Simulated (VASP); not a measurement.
A run of VASP 6.6.1 is set up as follows.

INCAR

```
ALGO     = Normal         # electronic algorithm
EDIFF    = 1E-6           # SCF threshold, eV
ENCUT    = 520            # plane-wave cutoff, eV
GGA      = PS             # functional
ISIF     = 2              # what is computed and relaxed
ISMEAR   = -1             # smearing method
ISYM     = 0            
LASPH    = True           # aspherical terms in the spheres
LCHARG   = True           # write CHGCAR
LELF     = True           # ELF
LREAL    = Auto         
LVHAR    = True         
LWAVE    = False          # write WAVECAR
NBANDS   = 190            # bands
NELM     = 100            # most SCF steps
PREC     = Accurate       # precision mode
SIGMA    = 0.05           # smearing width, eV
```

Contents of KPOINTS:

```
Automatic mesh
0
Gamma
  1 1 1
  0.25 0.25 0.25
```

The input POSCAR:

```
Ca3Mg13O16
1.0
    8.6914492027      0.0000000000      0.0000000000
    0.0000000000      8.6914492027      0.0000000000
    0.0000000000      0.0000000000      8.6914492027
O Mg Ca
32 26 6
Direct
    0.2501880000      0.0029000000      0.9970860000
    0.2501130000      0.0028340000      0.5034270000
    0.2502370000      0.4965290000      0.9971100000
    0.2501710000      0.4965060000      0.5034710000
    0.7501600000      0.0128390000      0.9871250000
    0.7501040000      0.0128040000      0.5133810000
    0.7502580000      0.4865860000      0.9871670000
    0.7501930000      0.4865470000      0.5134150000
    0.0033730000      0.2496880000      0.9970770000
    0.0033320000      0.2496550000      0.5034230000
    0.0133220000      0.7497080000      0.9871230000
    0.0132850000      0.7495710000      0.5133780000
    0.4970150000      0.2497390000      0.9971190000
    0.4969800000      0.2496950000      0.5034820000
    0.4870790000      0.7498020000      0.9871660000
    0.4870220000      0.7497000000      0.5134170000
    0.0132840000      0.0128020000      0.2501660000
    0.0033310000      0.0028490000      0.7502290000
    0.0133230000      0.4865440000      0.2502380000
    0.0033800000      0.4964920000      0.7502860000
    0.4870260000      0.0128420000      0.2503140000
    0.4969870000      0.0028850000      0.7502640000
    0.4870760000      0.4865900000      0.2503990000
    0.4970190000      0.4965410000      0.7503130000
    0.2501790000      0.2497000000      0.2502830000
    0.2501760000      0.2496880000      0.7502690000
    0.2501760000      0.7496620000      0.2502130000
    0.2501780000      0.7496980000      0.7502800000
    0.7501540000      0.2496950000      0.2502530000
    0.7501780000      0.2496960000      0.7502750000
    0.7501770000      0.7496940000      0.2502740000
    0.7501870000      0.7496630000      0.7502740000
    0.0072760000      0.0067790000      0.9931850000
    0.0072660000      0.0068050000      0.5073780000
    0.0072640000      0.4926040000      0.9931960000
    0.0072650000      0.4926180000      0.5073820000
    0.4930960000      0.0067740000      0.9931680000
    0.4930690000      0.0067980000      0.5073500000
    0.4931050000      0.4926030000      0.9931750000
    0.4930740000      0.4925980000      0.5073420000
    0.2501910000      0.2497040000      0.9984960000
    0.2501670000      0.2497010000      0.5020390000
    0.2501840000      0.7497120000      0.9934540000
    0.2501700000      0.7496700000      0.5071400000
    0.7502100000      0.2497010000      0.9934400000
    0.7501530000      0.2496940000      0.5071220000
    0.2501730000      0.0065490000      0.2502290000
    0.2501730000      0.0014630000      0.7502750000
    0.2501830000      0.4928690000      0.2502900000
    0.2501860000      0.4979260000      0.7502850000
    0.7501440000      0.0065570000      0.7502680000
    0.7502000000      0.4928640000      0.7502780000
    0.0070340000      0.2496930000      0.2502410000
    0.0019560000      0.2496990000      0.7502810000
    0.0070100000      0.7496670000      0.7502730000
    0.4933470000      0.2497030000      0.2502900000
    0.4984020000      0.2497060000      0.7502710000
    0.4933330000      0.7497190000      0.7502800000
    0.7502010000      0.7497200000      0.9938910000
    0.7501470000      0.7496850000      0.5066660000
    0.7501630000      0.0060840000      0.2502590000
    0.7502090000      0.4933120000      0.2503000000
    0.0065640000      0.7496810000      0.2502690000
    0.4937910000      0.7497200000      0.2503020000
```

Potentials or basis: VASP PAW PBE potentials, release 64 (O, Mg, Ca_sv).

The run is started by

```sh
$ cat potpaw_PBE.64/O/POTCAR potpaw_PBE.64/Mg/POTCAR potpaw_PBE.64/Ca_sv/POTCAR > POTCAR
$ mpirun -np 1 vasp_std > vasp.out
```

Q: Estimate the pressure.

A: -0.1 GPa.

Q: Estimate the band gap on the k mesh.

A: 5.18 eV.

Q: Estimate the largest force.

A: 0.063 eV/Å.

Forces in eV/Å, atoms in the order of the input:
```
O   -0.001  0.000 -0.001
O    0.002  0.002 -0.003
O   -0.003  0.003 -0.001
O    0.001  0.004 -0.004
O    0.000  0.043 -0.042
O    0.003  0.045  0.044
O   -0.003 -0.043 -0.045
O    0.000 -0.042  0.043
O   -0.002  0.001 -0.001
O   -0.001  0.004 -0.002
O    0.042  0.000 -0.042
O    0.044  0.004  0.045
O    0.000 -0.001 -0.001
O    0.000  0.001 -0.004
O   -0.044 -0.002 -0.044
O   -0.042  0.000  0.043
O    0.045  0.045  0.003
O   -0.002  0.002  0.002
O    0.043 -0.042  0.001
O   -0.002  0.004  0.000
O   -0.042  0.043 -0.001
O    0.000  0.001 -0.001
O   -0.045 -0.044 -0.004
O   -0.001  0.003 -0.003
O    0.000 -0.001  0.000
O    0.000 -0.001  0.000
O    0.000  0.000  0.002
O    0.000 -0.001  0.001
O    0.000 -0.001  0.001
O    0.000  0.000  0.001
O    0.000  0.000  0.001
O    0.000  0.000  0.000
Mg   0.007  0.005 -0.006
Mg   0.006  0.002  0.007
Mg   0.009 -0.008 -0.004
Mg   0.008 -0.010  0.008
Mg  -0.006  0.007 -0.005
Mg  -0.006  0.004  0.008
Mg  -0.005 -0.007 -0.003
Mg  -0.004 -0.008  0.010
Mg   0.000  0.002  0.000
Mg  -0.001  0.001 -0.001
Mg   0.001 -0.001 -0.008
Mg   0.001 -0.002  0.008
Mg  -0.001  0.000 -0.008
Mg   0.002 -0.005  0.009
Mg   0.000  0.007  0.002
Mg  -0.001  0.001 -0.002
Mg   0.003 -0.009  0.002
Mg  -0.001  0.001 -0.001
Mg   0.001  0.006  0.000
Mg   0.001 -0.009  0.005
Mg   0.008 -0.004  0.003
Mg   0.000  0.001 -0.002
Mg   0.009 -0.001  0.002
Mg  -0.008 -0.001  0.000
Mg   0.000  0.002  0.000
Mg  -0.007 -0.002  0.002
Ca  -0.001  0.000  0.027
Ca   0.001  0.001 -0.030
Ca   0.000 -0.027 -0.001
Ca  -0.002  0.030 -0.002
Ca  -0.029  0.001 -0.001
Ca   0.028  0.000 -0.002
```

Caveat: the PAW data sets were made with another functional, which shifts forces and pressure a little; a shifted mesh leaves out Γ, where band edges can lie. A k mesh can miss the band edges.
